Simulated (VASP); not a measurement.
Set up this calculation in VASP 6.6.1, as the native input.

| Property | Result |
| --- | --- |
| Task | relaxation of cell and atoms |
| Functional | PBE |
| Potentials or basis | VASP PAW PBE potentials, release 64 (Si, C) |
| Cutoff | 600 eV |
| k mesh | 12 × 12 × 12 |
| Occupations | gaussian, width 0.01 eV |
| Spin | no spin polarisation |
| Dipole correction | no |
| Further INCAR settings | ALGO = Normal; EDIFF = 1e-07; IBRION = 2; EDIFFG = -0.001; NSW = 80; ISIF = 3 |

The structure of SiC (base) lies in POSCAR:

```
SiC
1.0
    0.0000000000      2.1898721326      2.1898721326
    2.1898721326      0.0000000000      2.1898721326
    2.1898721326      2.1898721326      0.0000000000
Si C
1 1
Direct
    0.0000000000      0.0000000000      0.0000000000
    0.2500000000      0.2500000000      0.2500000000
```

These files were run (other wordings do the same):

INCAR

```
SYSTEM = SiC
PREC = Accurate ; ENCUT = 600
EDIFF = 1E-7 ; ISMEAR = 0
SIGMA = 0.01 ; LREAL = .FALSE.
LASPH = .TRUE. ; NELM = 120
ALGO = Normal ; ISIF = 3
LWAVE = .FALSE. ; LCHARG = .FALSE.
GGA = PE ; IBRION = 2
NSW = 80 ; EDIFFG = -0.001
GGA_COMPAT = .FALSE. ; NELMIN = 4
```

KPOINTS

```
regular mesh
0
G
  12 12 12
  0 0 0
```

Potentials or basis: VASP PAW PBE potentials, release 64 (Si, C).

Command:

```bash
$ cat potpaw_PBE.64/Si/POTCAR potpaw_PBE.64/C/POTCAR > POTCAR
$ mpirun -np 1 vasp_std > vasp.out
```

It gave:

```json
{
  "Relaxed volume": "10.49 Å³/atom",
  "Relaxed cell": "a = 3.096 Å, b = 3.096 Å, c = 3.096 Å, α = 60.00°, β = 60.00°, γ = 60.00°",
  "Space group after relaxing (to 0.05 Å)": "F-43m (No. 216)",
  "Energy gained by relaxing": "0.0 meV/atom",
  "Ionic steps": "3",
  "Pressure after relaxing": "0.0 GPa",
  "Band gap on the k mesh": "1.37 eV, indirect (least direct gap 4.53 eV)"
}
```

Wall time 24 s on 1 thread of Intel Xeon 6975P-C, on a shared host, peak memory 0.16 GiB.
